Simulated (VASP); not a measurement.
The system is Hf.

```xyz
2
Lattice="3.1535 0.0000 0.0000 -1.5767 2.7310 0.0000 0.0000 0.0000 4.9894" Properties=species:S:1:pos:R:3 pbc="T T T"
Hf    1.5767    0.9103    3.7421
Hf    0.0000    1.8207    1.2474
```

This cell differs from its parent crystal: volume scaled by 0.96.

Base run:

- Program: VASP 6.6.1
- Functional: PBE
- Potentials or basis: VASP PAW PBE potentials, release 64 (Hf_pv)
- Cutoff: 520 eV
- k mesh: 10 × 10 × 5
- Occupations: fermi-dirac, width 0.05 eV
- Spin: no spin polarisation

Its results: band gap on the k mesh zero (band 10 reaches 6.39 eV, above the bottom of band 11 at 4.86 eV); pressure 4.9 GPa.

Task: The run is repeated on the same cell with these changes: functional from PBE to r2SCAN. What comes out?

Result: Band gap on the k mesh zero (band 10 reaches 6.46 eV, above the bottom of band 11 at 4.73 eV); pressure 3.9 GPa.

Caveats: spin-orbit coupling is left out, which moves the levels of the heavy elements; the PAW data sets were made with another functional, which shifts forces and pressure a little (some runs).
